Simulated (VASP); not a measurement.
# Zn2NiO4 (Imma) in VASP: single point with PBE

Aim: the single point of Zn2NiO4 with PBE.

Everything below comes from runs of VASP 6.6.1. Logs are shortened: lines on timing, memory, paths and dates and some standing lists are left out, and cuts for length are marked.

**1. The cell of the first run**

It takes space group Imma (No. 74, orthorhombic). Conventional cell: a = 5.827 Å, b = 5.885 Å, c = 8.608 Å, α = 90.00°, β = 90.00°, γ = 90.00°. Within 2.6 Å of Zn (site symmetry mm2) lie 4 O at 1.94 to 2.05 Å. Within 2.7 Å of Zn (site symmetry 2/m) lie 6 O at 2.03 to 2.18 Å. Within 2.5 Å of Ni (site symmetry 2/m) lie 6 O at 1.89 to 1.95 Å. O (site symmetry m) has 2 Ni at 1.95 Å and 2 Zn at 2.05 to 2.18 Å and 5 O at 2.55 to 2.75 Å within 2.8 Å. Within 2.5 Å of O (site symmetry m) lie 1 Ni at 1.89 Å and 3 Zn at 1.94 to 2.03 Å.

**2. Single point, PBE**

File INCAR:

```
PREC = Accurate
ENCUT = 520
EDIFF = 1E-7
ISMEAR = 0
SIGMA = 0.1
LREAL = False
LASPH = True
NELM = 100
ALGO = Fast
ISIF = 2
LWAVE = False
LCHARG = False
GGA = PE
NBANDS = 71
```

File KPOINTS:

```
Automatic mesh
0
Gamma
  8 8 8
```

File POSCAR:

```
Zn2NiO4
1.0
   -2.9133678897      2.9423874218      4.3042317668
    2.9133678897     -2.9423874218      4.3042317668
    2.9133678897      2.9423874218     -4.3042317668
Zn Ni O
4 2 8
Direct
    0.8953790635      0.1453790635      0.7500000000
    0.1046209365      0.8546209365      0.2500000000
    0.5000000000      0.0000000000      0.0000000000
    0.5000000000      0.5000000000      0.5000000000
    0.5000000000      0.5000000000      0.0000000000
    0.0000000000      0.5000000000      0.5000000000
    0.7518782131      0.2833214969      0.0314432837
    0.2951383511      0.2804747805      0.0146635706
    0.7518782131      0.7204349294      0.4685567163
    0.7658112099      0.2804747805      0.4853364294
    0.2341887901      0.7195252195      0.5146635706
    0.7048616489      0.7195252195      0.9853364294
    0.2481217869      0.7166785031      0.9685567163
    0.2481217869      0.2795650706      0.5314432837
```

Potentials or basis: VASP PAW PBE potentials, release 64 (Zn, Ni, O).

Launch:

```bash
cat potpaw_PBE.64/Zn/POTCAR potpaw_PBE.64/Ni/POTCAR potpaw_PBE.64/O/POTCAR > POTCAR
mpirun -np 1 vasp_std > vasp.out
```

OUTCAR:

```text
PREC = Accurate
   ENCUT = 520
   EDIFF = 1E-7
   ISMEAR = 0
   LREAL = False
   LASPH = True
   NELM = 100
   ISIF = 2
   GGA = PE

 ion  position               nearest neighbor table
   1  0.895  0.145  0.750-   8 1.94  10 1.94   7 2.05   9 2.05
   2  0.105  0.855  0.250-  11 1.94  12 1.94  13 2.05  14 2.05
   3  0.500  0.000  0.000-   8 2.03  10 2.03  11 2.03  12 2.03   7 2.18  13 2.18   4 2.91   4 2.91
                             6 2.99   5 2.99   5 2.99   6 2.99
   4  0.500  0.500  0.500-   8 2.03  10 2.03  11 2.03  12 2.03   9 2.18  14 2.18   3 2.91   3 2.91
                             6 2.99   5 2.99   5 2.99   6 2.99
   5  0.500  0.500  0.000-   8 1.89  12 1.89   7 1.95  13 1.95   9 1.95  14 1.95   6 2.94   6 2.94
                             3 2.99   4 2.99   3 2.99   4 2.99
   6  0.000  0.500  0.500-  10 1.89  11 1.89   9 1.95  14 1.95  13 1.95   7 1.95   5 2.94   5 2.94
                             3 2.99   4 2.99   4 2.99   3 2.99
   7  0.752  0.283  0.031-   5 1.95   6 1.95   1 2.05   3 2.18
   8  0.295  0.280  0.015-   5 1.89   1 1.94   4 2.03   3 2.03
   9  0.752  0.720  0.469-   5 1.95   6 1.95   1 2.05   4 2.18
  10  0.766  0.280  0.485-   6 1.89   1 1.94   4 2.03   3 2.03
  11  0.234  0.720  0.515-   6 1.89   2 1.94   4 2.03   3 2.03
  12  0.705  0.720  0.985-   5 1.89   2 1.94   4 2.03   3 2.03
  13  0.248  0.717  0.969-   5 1.95   6 1.95   2 2.05   3 2.18
  14  0.248  0.280  0.531-   5 1.95   6 1.95   2 2.05   4 2.18

  LATTYP: Found a body centered orthorhombic cell.
 ALAT       =     5.8267357794
 B/A-ratio  =     1.0099608196
 C/A-ratio  =     1.4774075674

  Lattice vectors:

 A1 = (  -2.9133678897,   2.9423874218,   4.3042317668)
 A2 = (   2.9133678897,  -2.9423874218,   4.3042317668)
 A3 = (   2.9133678897,   2.9423874218,  -4.3042317668)

Analysis of symmetry for initial positions (statically):
=====================================================================
 Subroutine PRICEL returns:
 Original cell was already a primitive cell.

 Routine SETGRP: Setting up the symmetry group for a
 body centered orthorhombic supercell.

 Subroutine GETGRP returns: Found  8 space group operations
 (whereof  4 operations were pure point group operations)
 out of a pool of  8 trial point group operations.

The static configuration has the point symmetry C_2h.
 The point group associated with its full space group is D_2h.

Analysis of symmetry for dynamics (positions and initial velocities):
=====================================================================
 Subroutine PRICEL returns:
 Original cell was already a primitive cell.

 Routine SETGRP: Setting up the symmetry group for a
 body centered orthorhombic supercell.

 Subroutine GETGRP returns: Found  8 space group operations
 (whereof  4 operations were pure point group operations)
 out of a pool of  8 trial point group operations.

The dynamic configuration has the point symmetry C_2h.
 The point group associated with its full space group is D_2h.

 Subroutine INISYM returns: Found  8 space group operations
 (whereof  4 operations are pure point group operations),
 and found     1 'primitive' translations

----------------------------------------------------------------------------------------

                                     Primitive cell

  volume of cell :     147.5879

  direct lattice vectors                    reciprocal lattice vectors
    -2.913367890  2.942387422  4.304231767     0.000000000  0.169930036  0.116164748
     2.913367890 -2.942387422  4.304231767     0.171622678  0.000000000  0.116164748
     2.913367890  2.942387422 -4.304231767     0.171622678  0.169930036  0.000000000

  length of vectors
     5.972584642  5.972584642  5.972584642     0.205840875  0.207240422  0.241517206

  position of ions in fractional coordinates (direct lattice)
     0.895379064  0.145379064  0.750000000
     0.104620936  0.854620936  0.250000000
     0.500000000  0.000000000  1.000000000
     0.500000000  0.500000000  0.500000000
     0.500000000  0.500000000  0.000000000
     0.000000000  0.500000000  0.500000000
     0.751878213  0.283321497  0.031443284
     0.295138351  0.280474781  0.014663571
[... 36 lines left out ...]
     0.021452835  0.000000000  0.014520594     0.000000000  0.125000000  0.000000000
     0.021452835  0.021241254  0.000000000    -0.000000000  0.000000000  0.125000000

  Length of vectors
     0.025730109  0.025905053  0.030189651

  Shift w.r.t. Gamma in fractional coordinates (k-lattice)
     0.000000000  0.000000000  0.000000000

 Subroutine IBZKPT returns following result:
 ===========================================

 Found     95 irreducible k-points:

 Following reciprocal coordinates:
            Coordinates               Weight
  0.000000  0.000000  0.000000      1.000000
  0.125000  0.000000  0.000000      4.000000
  0.250000  0.000000  0.000000      4.000000
  0.375000 -0.000000  0.000000      4.000000
  0.500000  0.000000  0.000000      2.000000
  0.000000  0.125000  0.000000      4.000000
[... 16 lines left out ...]
  0.125000  0.375000  0.000000      8.000000
  0.250000  0.375000 -0.000000      8.000000
 [... further k-points ...]
   k-points           NKPTS =     95   k-points in BZ     NKDIM =     95   number of bands    NBANDS=     71
   number of dos      NEDOS =    301   number of ions     NIONS =     14
   total plane-waves  NPLWV = 110592
   dimension x,y,z NGX =    48 NGY =   48 NGZ =   48
   dimension x,y,z NGXF=    96 NGYF=   96 NGZF=   96
   ions per type =               4   2   8
   NGX,Y,Z   is equivalent  to a cutoff of  13.36, 13.36, 13.36 a.u.
   NGXF,Y,Z  is equivalent  to a cutoff of  26.72, 26.72, 26.72 a.u.
 SYSTEM =  unknown system
   PREC   = accura    normal or accurate (medium, high low for compatibility)
   ISTART =      0    job   : 0-new  1-cont  2-samecut
   ICHARG =      2    charge: 1-file 2-atom 10-const
   ISPIN  =      1    spin polarized calculation?
   LNONCOLLINEAR =      F non collinear calculations
   LSORBIT =      F    spin-orbit coupling
   LASPH  =      T    aspherical Exc in radial PAW
   ENCUT  =  520.0 eV  38.22 Ry    6.18 a.u.  11.11 11.11 11.11*2*pi/ulx,y,z
   NELM   =    100;   NELMIN=  2; NELMDL= -5     # of ELM steps
   EDIFF  = 0.1E-06   stopping-criterion for ELM
   LREAL  =      F    real-space projection
   EDIFFG = 0.1E-05   stopping-criterion for IOM
   NSW    =      0    number of steps for IOM
   IBRION =     -1    ionic relax: 0-MD 1-quasi-New 2-CG
   NFREE  =      0    steps in history (QN), initial steepest desc. (CG)
   ISIF   =      2    stress and relaxation
   ISYM   =      2    0-nonsym 1-usesym 2-fastsym
   POTIM  = 0.5000    time-step for ionic-motion
   TEBEG  =    0.0;   TEEND  =   0.0 temperature during run
   PSTRESS=    0.0 pullay stress
   NELECT =     116.0000    total number of electrons
   NUPDOWN=      -1.0000    fix difference up-down
   EMIN   =  10.00;   EMAX   =-10.00  energy-range for DOS
   EFERMI =   0.00;   METHOD = LEGACY
   ISMEAR =     0;   SIGMA  =   0.10  broadening in eV -4-tet -1-fermi 0-gaus
   EFERMI_NEDOS =   21; number of points for ismear=-14 and -15
   IALGO  =     68    algorithm
   IMIX   =      4    mixing-type and parameters
     AMIX     =   0.40;   BMIX     =  1.00
     AMIX_MAG =   1.60;   BMIX_MAG =  1.00
  volume/ion in A,a.u.               =      10.54        71.14
  Fermi-wavevector in a.u.,A,eV,Ry     =   1.510812  2.855022 31.056036  2.282554
  Thomas-Fermi vector in A             =   2.620953
   LORBIT       =      0    0 simple, 1 ext, 2 COOP (PROOUT), +10 PAW based schemes
   GGA     = PE    functional components
   LHFCALC =     F    Hartree Fock is set to
   AEXX    =    0.0000 exact exchange contribution
   IVDW    =     0    specifies the selected vdW correction
   LEPSILON=     F    determine dielectric tensor
   LRPA    =     F    only Hartree local field effects (RPA)
 non-spin polarized calculation
 RMM-DIIS sequential band-by-band and
 Gauss-broadening in eV      SIGMA  =   0.10
  energy-cutoff  :      520.00
  volume of cell :      147.59
 maximum number of plane-waves:      4000
 NGX is ok and might be reduce to    48
   NGX = 23   NGY = 23   NGZ = 23

 number of electron     115.9999994 magnetization

 Free energy of the ion-electron system (eV)
  ---------------------------------------------------
  ext. energy  EPLUGINS =         0.00000000
  ---------------------------------------------------
  free energy    TOTEN  =       -70.05157820 eV

  energy without entropy =      -70.02116631  energy(sigma->0) =      -70.03637225

 E-fermi :   2.9056     XC(G=0): -11.3706

 val. band max:        2.9040223494   @ k =   0.2500  -0.2500   0.2500
 cond. band min:       2.9058360737   @ k =   0.2500  -0.2500   0.1250
 fundamental gap:      0.0018137243
 Fermi energy:         2.9055972332

 k-point     1 :       0.0000    0.0000    0.0000
  band No.  band energies     occupation
      1     -16.2789      2.00000
      2     -15.0553      2.00000
      3     -14.7613      2.00000
      4     -14.7513      2.00000
      5     -14.7177      2.00000
      6     -14.6985      2.00000
[... 1741 lines left out ...]
     69      12.0945      0.00000
     70      12.5161      0.00000

 [... further k-points ...]

 [bands above 70 left out]

------------------------ aborting loop because EDIFF is reached ----------------------------------------

  FORCE on cell =-STRESS in cart. coord.  units (eV):
  Direction    XX          YY          ZZ          XY          YZ          ZX
  --------------------------------------------------------------------------------------
  -------------------------------------------------------------------------------------
  Total        0.6656634      1.0418410      0.6847655      0.0000000      0.0000000      0.0000000
  in kB        7.2262742     11.3099630      7.4336414      0.0000000      0.0000000      0.0000000
  external PRESSURE =       8.6566262 kB  Pullay stress =       0.0000000 kB

 VOLUME and BASIS-vectors are now :
 -----------------------------------------------------------------------------
  energy-cutoff  :      520.00
  volume of cell :      147.59
      direct lattice vectors                 reciprocal lattice vectors
    -2.913367890  2.942387422  4.304231767     0.000000000  0.169930036  0.116164748
     2.913367890 -2.942387422  4.304231767     0.171622678  0.000000000  0.116164748
     2.913367890  2.942387422 -4.304231767     0.171622678  0.169930036  0.000000000

 POSITION                                       TOTAL-FORCE (eV/Angst)
 -----------------------------------------------------------------------------------
      0.00000      4.41358      1.25149         0.000000     -0.000000     -0.068917
      2.91337     -1.47119      3.05274        -0.000000     -0.000000      0.068917
     -1.45668      1.47119      2.15212        -0.000000     -0.000000     -0.000000
      1.45668      1.47119      2.15212        -0.000000     -0.000000     -0.000000
      0.00000      0.00000      4.30423        -0.000000     -0.000000     -0.000000
      2.91337      0.00000      0.00000        -0.000000     -0.000000     -0.000000
     -1.27347      1.47119      4.32040        -0.055990      0.000000     -0.001734
      0.00000      0.08629      2.41446        -0.000000      0.014718     -0.007719
      1.27347      1.47119      4.32040         0.055990     -0.000000     -0.001734
      0.00000      2.85610      2.41446        -0.000000     -0.014718     -0.007719
      2.91337      0.08629      1.88977        -0.000000      0.014718      0.007719
      2.91337      2.85610      1.88977        -0.000000     -0.014718      0.007719
      4.18684      1.47119     -0.01617         0.055990     -0.000000      0.001734
      1.63990      1.47119     -0.01617        -0.055990     -0.000000      0.001734
 -----------------------------------------------------------------------------------
    total drift:                                0.000000      0.000000      0.000000

  FREE ENERGIE OF THE ION-ELECTRON SYSTEM (eV)
  ---------------------------------------------------
  free  energy   TOTEN  =       -70.0515782015 eV

  energy  without entropy=      -70.0211663085  energy(sigma->0) =      -70.03637225
```

Wall time 55 min (1 thread of Oxide Virtual Turin-like, shared host); peak memory 0.82 GiB.

What came out:

| Item | Value |
| --- | --- |
| Free energy | -70.0516 eV |
| Pressure | 0.9 GPa |
| Largest force | 0.069 eV/Å |
| Band gap on the k mesh | zero (bands 58 and 59 overlap by 0.32 eV) |

Forces on the atoms (eV/Å):
```
Zn   0.000  0.000 -0.069
Zn   0.000  0.000  0.069
Zn   0.000  0.000  0.000
Zn   0.000  0.000  0.000
Ni   0.000  0.000  0.000
Ni   0.000  0.000  0.000
O   -0.056  0.000 -0.002
O    0.000  0.015 -0.008
O    0.056  0.000 -0.002
O    0.000 -0.015 -0.008
O    0.000  0.015  0.008
O    0.000 -0.015  0.008
O    0.056  0.000  0.002
O   -0.056  0.000  0.002
```

Levels at points of the mesh, in eV from the Fermi level:
```csv
k point,band 54,band 55,band 56,band 57,band 58,band 59,band 60,band 61,band 62,band 63
"(0.00, 0.00, 0.00)",-1.10,-0.50,-0.45,0.00,0.21,0.61,1.06,1.09,1.24,2.56
"(0.50, 0.00, 0.00)",-1.04,-1.01,-1.00,-0.88,-0.01,0.47,0.49,0.88,0.91,4.71
"(0.00, 0.50, 0.00)",-1.17,-1.05,-0.91,-0.47,-0.28,0.10,0.89,0.98,1.03,4.74
"(0.50, 0.50, 0.00)",-1.34,-1.09,-1.09,-0.47,-0.47,-0.07,-0.07,1.04,1.04,5.54
"(0.50, 0.50, 0.50)",-1.07,-0.97,-0.84,-0.32,-0.26,-0.12,0.47,0.59,1.04,5.34
```

Caveat: the run has no spin polarisation, though such a crystal can be magnetic; semilocal functionals often make such compounds metallic where correlation or magnetic order opens a gap, which also shifts bond lengths. Spin polarisation is off, so any magnetic state and its effect on volume and gap are missing.
